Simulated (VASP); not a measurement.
# Al3GaN4 in VASP: single point with PBEsol

Aim: the single point of Al3GaN4 with PBEsol.

Everything below comes from runs of VASP 6.6.1. Logs are shortened: lines on timing, memory, paths and dates and some standing lists are left out, and cuts for length are marked.

### Step 1. The cell of the first run

The typed cell holds 8 atoms: a = 4.408 Å, b = 4.407 Å, c = 4.406 Å, α = 90.00°, β = 90.00°, γ = 90.00°.

### Step 2. Single point, PBEsol

INCAR reads:

```
SYSTEM = Al3GaN4
PREC = Accurate
ENCUT = 520
EDIFF = 1E-6
ISMEAR = 0
SIGMA = 0.05
LREAL = .FALSE.
LASPH = .TRUE.
NELM = 60
ALGO = Normal
ISIF = 2
LWAVE = .FALSE.
LCHARG = .FALSE.
GGA = PS
NBANDS = 31
```

KPOINTS reads:

```
regular mesh
0
G
  6 6 6
  0 0 0
```

POSCAR reads:

```
Al3GaN4
1.0
    4.4077613472     -0.0000895462      0.0001261065
   -0.0000978317      4.4074725893      0.0001420180
    0.0001762052      0.0001909625      4.4064774770
Al Ga N
3 1 4
Direct
    0.5000070958      0.5000052395     -0.0000034950
    0.5000046186      0.0000029510      0.4999983003
    0.0000047291      0.5000049906      0.4999965796
    0.0000074564      0.0000074300     -0.0000042065
    0.7447055442      0.7447041239      0.2552954450
    0.7447020413      0.2552851162      0.7447102658
    0.2552852736      0.7447053815      0.7447096495
    0.2552832409      0.2552847675      0.2552974613
```

Potentials or basis: VASP PAW PBE potentials, release 64 (Al, Ga_d, N).

Launch:

```console
$ cat potpaw_PBE.64/Al/POTCAR potpaw_PBE.64/Ga_d/POTCAR potpaw_PBE.64/N/POTCAR > POTCAR
$ mpirun -np 1 vasp_std > vasp.out
```

OUTCAR:

```text
SYSTEM = Al3GaN4
   PREC = Accurate
   ENCUT = 520
   EDIFF = 1E-6
   ISMEAR = 0
   LREAL = .FALSE.
   LASPH = .TRUE.
   NELM = 60
   ISIF = 2
   GGA = PS

 ion  position               nearest neighbor table
   1  0.500  0.500  1.000-   8 1.90   6 1.90   7 1.90   5 1.90   2 3.12   2 3.12   3 3.12   3 3.12
                             2 3.12   2 3.12   3 3.12   3 3.12   4 3.12   4 3.12   4 3.12   4 3.12
   2  0.500  0.000  0.500-   7 1.90   8 1.90   5 1.90   6 1.90   1 3.12   1 3.12   4 3.12   4 3.12
                             1 3.12   1 3.12   4 3.12   4 3.12   3 3.12   3 3.12   3 3.12   3 3.12
   3  0.000  0.500  0.500-   6 1.90   8 1.90   5 1.90   7 1.90   4 3.12   4 3.12   1 3.12   1 3.12
                             4 3.12   4 3.12   1 3.12   1 3.12   2 3.12   2 3.12   2 3.12   2 3.12
   4  0.000  0.000  1.000-   5 1.95   6 1.95   7 1.95   8 1.95   3 3.12   3 3.12   2 3.12   2 3.12
                             3 3.12   3 3.12   2 3.12   2 3.12   1 3.12   1 3.12   1 3.12   1 3.12
   5  0.745  0.745  0.255-   3 1.90   2 1.90   1 1.90   4 1.95
   6  0.745  0.255  0.745-   3 1.90   1 1.90   2 1.90   4 1.95
   7  0.255  0.745  0.745-   2 1.90   1 1.90   3 1.90   4 1.95
   8  0.255  0.255  0.255-   1 1.90   3 1.90   2 1.90   4 1.95

  LATTYP: Found a triclinic cell.
 ALAT       =     4.4064774847
 B/A-ratio  =     1.4144266888
 C/A-ratio  =     1.0002913586
 COS(alpha) =     0.0000184357
 COS(beta)  =     0.0000685970
 COS(gamma) =     0.7070536656

  Lattice vectors:

 A1 = (  -0.0001762052,  -0.0001909625,  -4.4064774770)
 A2 = (  -0.0000783735,  -4.4076635518,  -4.4066194950)
 A3 = (  -4.4077613472,   0.0000895462,  -0.0001261065)

Analysis of symmetry for initial positions (statically):
=====================================================================
 Subroutine PRICEL returns:
 Original cell was already a primitive cell.

 Routine SETGRP: Setting up the symmetry group for a
 triclinic supercell.

 Subroutine GETGRP returns: Found  1 space group operations
 (whereof  1 operations were pure point group operations)
 out of a pool of  2 trial point group operations.

The static configuration has the point symmetry C_1 .

Analysis of symmetry for dynamics (positions and initial velocities):
=====================================================================
 Subroutine PRICEL returns:
 Original cell was already a primitive cell.

 Routine SETGRP: Setting up the symmetry group for a
 triclinic supercell.

 Subroutine GETGRP returns: Found  1 space group operations
 (whereof  1 operations were pure point group operations)
 out of a pool of  2 trial point group operations.

The dynamic configuration has the point symmetry C_1 .

 Subroutine INISYM returns: Found  1 space group operations
 (whereof  1 operations are pure point group operations),
 and found     1 'primitive' translations

----------------------------------------------------------------------------------------

                                     Primitive cell

  volume of cell :      85.6050

  direct lattice vectors                    reciprocal lattice vectors
     4.407761347 -0.000089546  0.000126106     0.226872538  0.000005036 -0.000009072
    -0.000097832  4.407472589  0.000142018     0.000004610  0.226887401 -0.000009833
     0.000176205  0.000190963  4.406477477    -0.000006493 -0.000007313  0.226938639

  length of vectors
     4.407761350  4.407472593  4.406477485     0.226872538  0.226887402  0.226938639

  position of ions in fractional coordinates (direct lattice)
     0.500007096  0.500005239  0.999996505
     0.500004619  0.000002951  0.499998300
     0.000004729  0.500004991  0.499996580
     0.000007456  0.000007430  0.999995793
     0.744705544  0.744704124  0.255295445
     0.744702041  0.255285116  0.744710266
     0.255285274  0.744705381  0.744709650
     0.255283241  0.255284768  0.255297461

  ion indices of the primitive-cell ions
   primitive index   ion index
                 1           1
                 2           2
                 3           3
                 4           4
                 5           5
                 6           6
                 7           7
                 8           8

----------------------------------------------------------------------------------------

 KPOINTS: regular mesh

Automatic generation of k-mesh.
 Grid dimensions read from file:
 generate k-points for:    6    6    6

 Generating k-lattice:

  Cartesian coordinates                     Fractional coordinates (reciprocal lattice)
     0.037812090  0.000000839 -0.000001512     0.166666667  0.000000000  0.000000000
     0.000000768  0.037814567 -0.000001639     0.000000000  0.166666667 -0.000000000
    -0.000001082 -0.000001219  0.037823107     0.000000000  0.000000000  0.166666667

  Length of vectors
     0.037812090  0.037814567  0.037823107

  Shift w.r.t. Gamma in fractional coordinates (k-lattice)
     0.000000000  0.000000000  0.000000000

 Subroutine IBZKPT returns following result:
 ===========================================

 Found    112 irreducible k-points:

 Following reciprocal coordinates:
            Coordinates               Weight
  0.000000  0.000000  0.000000      1.000000
  0.166667 -0.000000  0.000000      2.000000
  0.333333 -0.000000  0.000000      2.000000
  0.500000 -0.000000  0.000000      1.000000
  0.000000  0.166667  0.000000      2.000000
  0.166667  0.166667  0.000000      2.000000
[... 16 lines left out ...]
  0.333333  0.000000  0.166667      2.000000
  0.500000 -0.000000  0.166667      2.000000
 [... further k-points ...]
   k-points           NKPTS =    112   k-points in BZ     NKDIM =    112   number of bands    NBANDS=     31
   number of dos      NEDOS =    301   number of ions     NIONS =      8
   total plane-waves  NPLWV =  46656
   dimension x,y,z NGX =    36 NGY =   36 NGZ =   36
   dimension x,y,z NGXF=    72 NGYF=   72 NGZF=   72
   ions per type =               3   1   4
   NGX,Y,Z   is equivalent  to a cutoff of  13.58, 13.58, 13.58 a.u.
   NGXF,Y,Z  is equivalent  to a cutoff of  27.16, 27.16, 27.16 a.u.
 SYSTEM =  Al3GaN4
   PREC   = accura    normal or accurate (medium, high low for compatibility)
   ISTART =      0    job   : 0-new  1-cont  2-samecut
   ICHARG =      2    charge: 1-file 2-atom 10-const
   ISPIN  =      1    spin polarized calculation?
   LNONCOLLINEAR =      F non collinear calculations
   LSORBIT =      F    spin-orbit coupling
   LASPH  =      T    aspherical Exc in radial PAW
   ENCUT  =  520.0 eV  38.22 Ry    6.18 a.u.   8.20  8.19  8.19*2*pi/ulx,y,z
   NELM   =     60;   NELMIN=  2; NELMDL= -5     # of ELM steps
   EDIFF  = 0.1E-05   stopping-criterion for ELM
   LREAL  =      F    real-space projection
   EDIFFG = 0.1E-04   stopping-criterion for IOM
   NSW    =      0    number of steps for IOM
   IBRION =     -1    ionic relax: 0-MD 1-quasi-New 2-CG
   NFREE  =      0    steps in history (QN), initial steepest desc. (CG)
   ISIF   =      2    stress and relaxation
   ISYM   =      2    0-nonsym 1-usesym 2-fastsym
   POTIM  = 0.5000    time-step for ionic-motion
   TEBEG  =    0.0;   TEEND  =   0.0 temperature during run
   PSTRESS=    0.0 pullay stress
   NELECT =      42.0000    total number of electrons
   NUPDOWN=      -1.0000    fix difference up-down
   EMIN   =  10.00;   EMAX   =-10.00  energy-range for DOS
   EFERMI =   0.00;   METHOD = LEGACY
   ISMEAR =     0;   SIGMA  =   0.05  broadening in eV -4-tet -1-fermi 0-gaus
   EFERMI_NEDOS =   21; number of points for ismear=-14 and -15
   IALGO  =     38    algorithm
   IMIX   =      4    mixing-type and parameters
     AMIX     =   0.40;   BMIX     =  1.00
     AMIX_MAG =   1.60;   BMIX_MAG =  1.00
  volume/ion in A,a.u.               =      10.70        72.21
  Fermi-wavevector in a.u.,A,eV,Ry     =   1.291194  2.440003 22.683389  1.667182
  Thomas-Fermi vector in A             =   2.422979
   LORBIT       =      0    0 simple, 1 ext, 2 COOP (PROOUT), +10 PAW based schemes
   GGA     = PS    functional components
   LHFCALC =     F    Hartree Fock is set to
   AEXX    =    0.0000 exact exchange contribution
   IVDW    =     0    specifies the selected vdW correction
   LEPSILON=     F    determine dielectric tensor
   LRPA    =     F    only Hartree local field effects (RPA)
 non-spin polarized calculation
 Gauss-broadening in eV      SIGMA  =   0.05
  energy-cutoff  :      520.00
  volume of cell :       85.61
 maximum number of plane-waves:      2325
 NGX is ok and might be reduce to    36
   NGX = 17   NGY = 17   NGZ = 17

 number of electron      41.9999989 magnetization

 Free energy of the ion-electron system (eV)
  ---------------------------------------------------
  ext. energy  EPLUGINS =         0.00000000
  ---------------------------------------------------
  free energy    TOTEN  =       -59.95108426 eV

  energy without entropy =      -59.95108426  energy(sigma->0) =      -59.95108426

 E-fermi :   5.8815     XC(G=0): -11.3274

 val. band max:        5.6171846437   @ k =   0.0000   0.0000   0.0000
 cond. band min:       8.9312488989   @ k =   0.0000   0.0000   0.0000
 fundamental gap:      3.3140642552
 Fermi energy:         5.8814606908

 k-point     1 :       0.0000    0.0000    0.0000
  band No.  band energies     occupation
      1      -9.5384      2.00000
      2      -7.7808      2.00000
      3      -7.7806      2.00000
      4      -7.7804      2.00000
      5      -6.9935      2.00000
      6      -6.9934      2.00000
[... 23 lines left out ...]
     30      17.4490      0.00000
     31      17.4509      0.00000

 k-point     2 :       0.1667   -0.0000    0.0000
  band No.  band energies     occupation
      1      -9.4106      2.00000
      2      -7.8388      2.00000
      3      -7.7878      2.00000
      4      -7.7875      2.00000
      5      -6.9920      2.00000
      6      -6.9886      2.00000
[... 740 lines left out ...]
 k-point    24 :       0.5000   -0.0000    0.1667
  band No.  band energies     occupation
      1      -8.5644      2.00000
      2      -8.3671      2.00000
      3      -7.8530      2.00000
      4      -7.7943      2.00000
      5      -6.9838      2.00000
      6      -6.9578      2.00000
[... 23 lines left out ...]
     30      16.3503      0.00000
     31      16.4491      0.00000

 [... further k-points ...]

------------------------ aborting loop because EDIFF is reached ----------------------------------------

  FORCE on cell =-STRESS in cart. coord.  units (eV):
  Direction    XX          YY          ZZ          XY          YZ          ZX
  --------------------------------------------------------------------------------------
  -------------------------------------------------------------------------------------
  Total       -0.0550401     -0.0505406     -0.0351469      0.0037863     -0.0067513     -0.0062208
  in kB       -1.0301268     -0.9459137     -0.6578071      0.0708633     -0.1263563     -0.1164274
  external PRESSURE =      -0.8779492 kB  Pullay stress =       0.0000000 kB

 VOLUME and BASIS-vectors are now :
 -----------------------------------------------------------------------------
  energy-cutoff  :      520.00
  volume of cell :       85.61
      direct lattice vectors                 reciprocal lattice vectors
     4.407761347 -0.000089546  0.000126106     0.226872538  0.000005036 -0.000009072
    -0.000097832  4.407472589  0.000142018     0.000004610  0.226887401 -0.000009833
     0.000176205  0.000190963  4.406477477    -0.000006493 -0.000007313  0.226938639

 POSITION                                       TOTAL-FORCE (eV/Angst)
 -----------------------------------------------------------------------------------
      2.20404      2.20391      4.40660        -0.000171     -0.000024      0.000198
      2.20399      0.00006      2.20329         0.000103      0.000067     -0.000244
      0.00006      2.20385      2.20329        -0.000050     -0.000007      0.000018
      0.00021      0.00022      4.40646        -0.000054     -0.000050      0.000038
      3.28246      3.28225      1.12515         0.004638      0.004740     -0.004641
      3.28258      1.12524      3.28168         0.004842     -0.004644      0.004583
      1.12529      3.28239      3.28168        -0.004810      0.004459      0.004727
      1.12525      1.12519      1.12503        -0.004498     -0.004541     -0.004680
 -----------------------------------------------------------------------------------
    total drift:                               -0.000024     -0.000015      0.000036

  FREE ENERGIE OF THE ION-ELECTRON SYSTEM (eV)
  ---------------------------------------------------
  free  energy   TOTEN  =       -59.9510842563 eV

  energy  without entropy=      -59.9510842563  energy(sigma->0) =      -59.95108426
```

Run time: 5.5 min. Hardware: 1 thread of Intel Xeon 8259CL, shared host; peak memory 0.39 GiB.

Results:

```
Free energy            : -59.9511 eV
Pressure               : -0.1 GPa
Largest force          : 0.008 eV/Å
Band gap on the k mesh : 3.31 eV
```

Forces in eV/Å, atoms in the order of the input:
```
Al   0.000  0.000  0.000
Al   0.000  0.000  0.000
Al   0.000  0.000  0.000
Ga   0.000  0.000  0.000
N    0.005  0.005 -0.005
N    0.005 -0.005  0.005
N   -0.005  0.004  0.005
N   -0.004 -0.005 -0.005
```

Levels at points of the mesh, in eV from the valence-band top:
| k point | band 19 | band 20 | band 21 | band 22 | band 23 | band 24 |
| --- | --- | --- | --- | --- | --- | --- |
| (0.00, 0.00, 0.00) | 0.00 | 0.00 | 0.00 | 3.31 | 3.32 | 3.32 |
| (0.50, 0.00, 0.00) | -1.21 | -0.94 | -0.94 | 5.52 | 5.58 | 6.05 |
| (0.00, 0.50, 0.00) | -1.21 | -0.94 | -0.94 | 5.52 | 5.58 | 6.05 |
| (0.50, 0.50, 0.00) | -0.55 | -0.54 | -0.54 | 7.29 | 7.47 | 7.47 |
| (0.00, 0.00, 0.50) | -1.22 | -0.94 | -0.94 | 5.52 | 5.58 | 6.05 |
| (0.50, 0.00, 0.50) | -0.55 | -0.54 | -0.54 | 7.29 | 7.47 | 7.47 |
| (0.00, 0.50, 0.50) | -0.55 | -0.54 | -0.54 | 7.29 | 7.47 | 7.47 |
| (0.50, 0.50, 0.50) | -0.38 | -0.38 | -0.38 | 5.46 | 6.91 | 6.91 |

Caveat: the PAW data sets were made with another functional, which shifts forces and pressure a little. A k mesh can miss the band edges.
